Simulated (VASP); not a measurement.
# Ru (P2_1/m) in VASP: single point with PBEsol

Aim: the single point of Ru with PBEsol.

Everything below comes from runs of VASP 6.6.1. Logs are shortened: lines on timing, memory, paths and dates and some standing lists are left out, and cuts for length are marked.

**1. The cell of the first run**

It takes space group P2_1/m (No. 11, monoclinic). Conventional cell: a = 2.690 Å, b = 4.252 Å, c = 2.690 Å, α = 90.00°, β = 120.00°, γ = 90.00°. Within 3.4 Å of Ru (site symmetry m) lie 12 Ru at 2.58 to 2.69 Å.

**2. Single point, PBEsol (atoms displaced along a vibrational mode)**

INCAR reads:

```
SYSTEM = Ru
ALGO = Fast
EDIFF = 1E-6
ENCUT = 520
GGA = PS
ISIF = 2
ISMEAR = 0
LASPH = .True.
LCHARG = .True.
LELF = .True.
LREAL = .False.
LVHAR = .True.
LWAVE = .False.
NBANDS = 21
NELM = 80
PREC = Accurate
SIGMA = 0.15
```

KPOINTS reads:

```
k-points
0
Gamma
  24 24 14
  0 0 0
```

POSCAR reads:

```
Ru
1.0
    2.6895239996      0.0000000000      0.0000000000
   -1.3447619998      2.3291961077      0.0000000000
    0.0000000000      0.0000000000      4.2519209508
Ru
2
Direct
    0.3125981573      0.6514874643      0.2500000000
    0.6874018427      0.3485125357      0.7500000000
```

Potentials or basis: VASP PAW PBE potentials, release 64 (Ru_pv).

Launch:

```sh
$ cat potpaw_PBE.64/Ru_pv/POTCAR > POTCAR
$ mpirun -np 1 vasp_std > vasp.out
```

OUTCAR:

```text
SYSTEM = Ru
   EDIFF = 1E-6
   ENCUT = 520
   GGA = PS
   ISIF = 2
   ISMEAR = 0
   LASPH = .True.
   LREAL = .False.
   NELM = 80
   PREC = Accurate

 ion  position               nearest neighbor table
   1  0.313  0.651  0.250-   2 2.58   2 2.58   2 2.65   2 2.65   2 2.68   2 2.68
   2  0.687  0.349  0.750-   1 2.58   1 2.58   1 2.65   1 2.65   1 2.68   1 2.68

  LATTYP: Found a hexagonal cell.
 ALAT       =     2.6895239996
 C/A-ratio  =     1.5809195052

  Lattice vectors:

 A1 = (   2.6895239996,   0.0000000000,   0.0000000000)
 A2 = (  -1.3447619998,   2.3291961077,   0.0000000000)
 A3 = (   0.0000000000,   0.0000000000,   4.2519209508)

Analysis of symmetry for initial positions (statically):
=====================================================================
 Subroutine PRICEL returns:
 Original cell was already a primitive cell.

 Routine SETGRP: Setting up the symmetry group for a
 hexagonal supercell.

 Subroutine GETGRP returns: Found  4 space group operations
 (whereof  2 operations were pure point group operations)
 out of a pool of 24 trial point group operations.

The static configuration has the point symmetry S_2 .
 The point group associated with its full space group is C_2h.

Analysis of symmetry for dynamics (positions and initial velocities):
=====================================================================
 Subroutine PRICEL returns:
 Original cell was already a primitive cell.

 Routine SETGRP: Setting up the symmetry group for a
 hexagonal supercell.

 Subroutine GETGRP returns: Found  4 space group operations
 (whereof  2 operations were pure point group operations)
 out of a pool of 24 trial point group operations.

The dynamic configuration has the point symmetry S_2 .
 The point group associated with its full space group is C_2h.

 Subroutine INISYM returns: Found  4 space group operations
 (whereof  2 operations are pure point group operations),
 and found     1 'primitive' translations

----------------------------------------------------------------------------------------

                                     Primitive cell

  volume of cell :      26.6359

  direct lattice vectors                    reciprocal lattice vectors
     2.689524000  0.000000000  0.000000000     0.371813005  0.214666338  0.000000000
    -1.344762000  2.329196108  0.000000000     0.000000000  0.429332677  0.000000000
     0.000000000  0.000000000  4.251920951     0.000000000  0.000000000  0.235187815

  length of vectors
     2.689524000  2.689524000  4.251920951     0.429332677  0.429332677  0.235187815

  position of ions in fractional coordinates (direct lattice)
     0.312598157  0.651487464  0.250000000
     0.687401843  0.348512536  0.750000000

  ion indices of the primitive-cell ions
   primitive index   ion index
                 1           1
                 2           2

----------------------------------------------------------------------------------------

 KPOINTS: k-points

Automatic generation of k-mesh.
 Grid dimensions read from file:
 generate k-points for:   24   24   14

 Generating k-lattice:

  Cartesian coordinates                     Fractional coordinates (reciprocal lattice)
     0.015492209  0.008944431  0.000000000     0.041666667  0.000000000  0.000000000
     0.000000000  0.017888862  0.000000000     0.000000000  0.041666667  0.000000000
     0.000000000  0.000000000  0.016799130     0.000000000  0.000000000  0.071428571

  Length of vectors
     0.017888862  0.017888862  0.016799130

  Shift w.r.t. Gamma in fractional coordinates (k-lattice)
     0.000000000  0.000000000  0.000000000

 Subroutine IBZKPT returns following result:
 ===========================================

 Found   2320 irreducible k-points:

 Following reciprocal coordinates:
            Coordinates               Weight
  0.000000  0.000000  0.000000      1.000000
  0.041667  0.000000  0.000000      2.000000
  0.000000  0.041667  0.000000      2.000000
 -0.041667  0.041667  0.000000      2.000000
  0.083333  0.000000  0.000000      2.000000
  0.000000  0.083333  0.000000      2.000000
[... 16 lines left out ...]
  0.333333  0.000000  0.000000      2.000000
  0.000000  0.333333  0.000000      2.000000
 [... further k-points ...]
   k-points           NKPTS =   2320   k-points in BZ     NKDIM =   2320   number of bands    NBANDS=     21
   number of dos      NEDOS =    301   number of ions     NIONS =      2
   total plane-waves  NPLWV =  12800
   dimension x,y,z NGX =    20 NGY =   20 NGZ =   32
   dimension x,y,z NGXF=    40 NGYF=   40 NGZF=   64
   ions per type =               2
   NGX,Y,Z   is equivalent  to a cutoff of  12.36, 12.36, 12.51 a.u.
   NGXF,Y,Z  is equivalent  to a cutoff of  24.72, 24.72, 25.02 a.u.
 SYSTEM =  Ru
   PREC   = accura    normal or accurate (medium, high low for compatibility)
   ISTART =      0    job   : 0-new  1-cont  2-samecut
   ICHARG =      2    charge: 1-file 2-atom 10-const
   ISPIN  =      1    spin polarized calculation?
   LNONCOLLINEAR =      F non collinear calculations
   LSORBIT =      F    spin-orbit coupling
   LASPH  =      T    aspherical Exc in radial PAW
   ENCUT  =  520.0 eV  38.22 Ry    6.18 a.u.   5.00  5.00  7.91*2*pi/ulx,y,z
   NELM   =     80;   NELMIN=  2; NELMDL= -5     # of ELM steps
   EDIFF  = 0.1E-05   stopping-criterion for ELM
   LREAL  =      F    real-space projection
   EDIFFG = 0.1E-04   stopping-criterion for IOM
   NSW    =      0    number of steps for IOM
   IBRION =     -1    ionic relax: 0-MD 1-quasi-New 2-CG
   NFREE  =      0    steps in history (QN), initial steepest desc. (CG)
   ISIF   =      2    stress and relaxation
   ISYM   =      2    0-nonsym 1-usesym 2-fastsym
   POTIM  = 0.5000    time-step for ionic-motion
   TEBEG  =    0.0;   TEEND  =   0.0 temperature during run
   PSTRESS=    0.0 pullay stress
   NELECT =      28.0000    total number of electrons
   NUPDOWN=      -1.0000    fix difference up-down
   EMIN   =  10.00;   EMAX   =-10.00  energy-range for DOS
   EFERMI =   0.00;   METHOD = LEGACY
   ISMEAR =     0;   SIGMA  =   0.15  broadening in eV -4-tet -1-fermi 0-gaus
   EFERMI_NEDOS =   21; number of points for ismear=-14 and -15
   IALGO  =     68    algorithm
   IMIX   =      4    mixing-type and parameters
     AMIX     =   0.40;   BMIX     =  1.00
     AMIX_MAG =   1.60;   BMIX_MAG =  1.00
  volume/ion in A,a.u.               =      13.32        89.87
  Fermi-wavevector in a.u.,A,eV,Ry     =   1.664582  3.145605 37.699491  2.770834
  Thomas-Fermi vector in A             =   2.751101
   LORBIT       =      0    0 simple, 1 ext, 2 COOP (PROOUT), +10 PAW based schemes
   GGA     = PS    functional components
   LHFCALC =     F    Hartree Fock is set to
   AEXX    =    0.0000 exact exchange contribution
   IVDW    =     0    specifies the selected vdW correction
   LEPSILON=     F    determine dielectric tensor
   LRPA    =     F    only Hartree local field effects (RPA)
 non-spin polarized calculation
 RMM-DIIS sequential band-by-band and
 Gauss-broadening in eV      SIGMA  =   0.15
  energy-cutoff  :      520.00
  volume of cell :       26.64
 maximum number of plane-waves:       738
   NGX =  9   NGY =  9   NGZ = 15

 number of electron      27.9999999 magnetization

 Free energy of the ion-electron system (eV)
  ---------------------------------------------------
  ext. energy  EPLUGINS =         0.00000000
  ---------------------------------------------------
  free energy    TOTEN  =       -20.31245673 eV

  energy without entropy =      -20.29264166  energy(sigma->0) =      -20.30254919

 E-fermi :  13.0729     XC(G=0): -14.3993

 val. band max:       13.0728550457   @ k =  -0.4583   0.2917   0.0000
 cond. band min:      13.0729682674   @ k =   0.2500   0.0417   0.2143
 fundamental gap:      0.0001132217
 Fermi energy:        13.0729243517

 k-point     1 :       0.0000    0.0000    0.0000
  band No.  band energies     occupation
      1     -30.6303      2.00000
      2     -29.6579      2.00000
      3     -29.5824      2.00000
      4     -29.4486      2.00000
      5     -29.4319      2.00000
      6     -29.3886      2.00000
[... 13 lines left out ...]
     20      23.3173      0.00000
     21      23.6344      0.00000

 k-point     2 :       0.0417    0.0000    0.0000
  band No.  band energies     occupation
      1     -30.6235      2.00000
      2     -29.6711      2.00000
      3     -29.5879      2.00000
      4     -29.4514      2.00000
      5     -29.4450      2.00000
      6     -29.3920      2.00000
[... 13 lines left out ...]
     20      23.3170      0.00000
     21      23.6247      0.00000

 k-point     3 :       0.0000    0.0417    0.0000
  band No.  band energies     occupation
      1     -30.6243      2.00000
      2     -29.6637      2.00000
      3     -29.5951      2.00000
      4     -29.4617      2.00000
      5     -29.4348      2.00000
      6     -29.3911      2.00000
[... 13 lines left out ...]
     20      23.3170      0.00000
     21      23.6257      0.00000

 k-point     4 :      -0.0417    0.0417    0.0000
  band No.  band energies     occupation
      1     -30.6241      2.00000
      2     -29.6658      2.00000
      3     -29.5929      2.00000
      4     -29.4593      2.00000
      5     -29.4373      2.00000
      6     -29.3914      2.00000
[... 13 lines left out ...]
     20      23.3170      0.00000
     21      23.6255      0.00000

 k-point     5 :       0.0833    0.0000    0.0000
  band No.  band energies     occupation
      1     -30.6032      2.00000
      2     -29.7098      2.00000
      3     -29.6034      2.00000
      4     -29.4904      2.00000
      5     -29.4527      2.00000
      6     -29.4024      2.00000
[... 13 lines left out ...]
     20      23.3169      0.00000
     21      23.5950      0.00000
[... 382 lines left out ...]
     20      23.3190      0.00000
     21      26.1575      0.00000

 k-point    22 :      -0.2917    0.2917    0.0000
  band No.  band energies     occupation
      1     -30.3677      2.00000
      2     -30.1220      2.00000
      3     -29.9407      2.00000
      4     -29.7826      2.00000
      5     -29.5234      2.00000
      6     -29.5193      2.00000
[... 13 lines left out ...]
     20      23.3496      0.00000
     21      26.1064      0.00000

 k-point    23 :       0.3333    0.0000    0.0000
  band No.  band energies     occupation
      1     -30.2565      2.00000
      2     -30.2364      2.00000
      3     -30.0491      2.00000
      4     -29.7863      2.00000
      5     -29.6131      2.00000
      6     -29.5274      2.00000
[... 13 lines left out ...]
     20      23.3175      0.00000
     21      24.6959      0.00000

 k-point    24 :       0.0000    0.3333    0.0000
  band No.  band energies     occupation
      1     -30.3246      2.00000
      2     -30.2140      2.00000
      3     -30.0213      2.00000
      4     -29.8252      2.00000
      5     -29.5401      2.00000
      6     -29.5348      2.00000
[... 13 lines left out ...]
     20      23.3158      0.00000
     21      24.8481      0.00000

 [... further k-points ...]

------------------------ aborting loop because EDIFF is reached ----------------------------------------

  FORCE on cell =-STRESS in cart. coord.  units (eV):
  Direction    XX          YY          ZZ          XY          YZ          ZX
  --------------------------------------------------------------------------------------
  -------------------------------------------------------------------------------------
  Total        0.2779885     -0.1315853      0.1163570      0.1961301      0.0000000      0.0000000
  in kB       16.7213244     -7.9150051      6.9990069     11.7974504      0.0000000      0.0000000
  external PRESSURE =       5.2684421 kB  Pullay stress =       0.0000000 kB

 VOLUME and BASIS-vectors are now :
 -----------------------------------------------------------------------------
  energy-cutoff  :      520.00
  volume of cell :       26.64
      direct lattice vectors                 reciprocal lattice vectors
     2.689524000  0.000000000  0.000000000     0.371813005  0.214666338  0.000000000
    -1.344762000  2.329196108  0.000000000     0.000000000  0.429332677  0.000000000
     0.000000000  0.000000000  4.251920951     0.000000000  0.000000000  0.235187815

 POSITION                                       TOTAL-FORCE (eV/Angst)
 -----------------------------------------------------------------------------------
     -0.03536      1.51744      1.06298         0.506973      0.529380     -0.000000
      1.38012      0.81175      3.18894        -0.506973     -0.529380      0.000000
 -----------------------------------------------------------------------------------
    total drift:                                0.000000     -0.000000      0.000000

  FREE ENERGIE OF THE ION-ELECTRON SYSTEM (eV)
  ---------------------------------------------------
  free  energy   TOTEN  =       -20.3124567317 eV

  energy  without entropy=      -20.2926416577  energy(sigma->0) =      -20.30254919
```

It took 6.8 min on 1 thread of Intel Xeon 6975P-C (Granite Rapids), shared host; peak memory 1 GiB.

What came out:

- Free energy: -20.3125 eV
- Pressure: 0.5 GPa
- Largest force: 0.733 eV/Å
- Band gap on the k mesh: zero (bands 14 and 15 overlap by 3.27 eV)

Forces on the atoms (eV/Å):
```
Ru   0.507  0.529  0.000
Ru  -0.507 -0.529  0.000
```

Levels at points of the mesh, in eV from the Fermi level:
| k point | band 12 | band 13 | band 14 | band 15 | band 16 | band 17 |
| --- | --- | --- | --- | --- | --- | --- |
| (0.00, 0.00, 0.00) | -2.08 | -1.81 | -1.74 | -1.12 | 0.85 | 1.25 |
| (0.50, 0.00, 0.00) | -2.13 | -1.62 | 1.38 | 1.91 | 1.98 | 4.46 |
| (0.00, 0.50, 0.00) | -1.69 | -1.58 | 1.54 | 1.83 | 2.00 | 3.92 |
| (0.50, 0.50, 0.00) | -1.81 | -1.63 | 1.50 | 1.87 | 1.92 | 4.06 |
| (0.00, 0.00, 0.50) | -2.86 | -2.76 | -2.76 | 0.43 | 0.43 | 0.66 |
| (0.50, 0.00, 0.50) | -1.07 | 0.79 | 0.79 | 1.71 | 1.71 | 3.08 |
| (0.00, 0.50, 0.50) | -1.13 | 0.19 | 0.19 | 1.74 | 1.74 | 3.69 |
| (0.50, 0.50, 0.50) | -1.09 | 0.36 | 0.36 | 1.73 | 1.73 | 3.53 |

Caveat: the cell differs from its parent crystal (atoms displaced along a vibrational mode); the PAW data sets were made with another functional, which shifts forces and pressure a little.
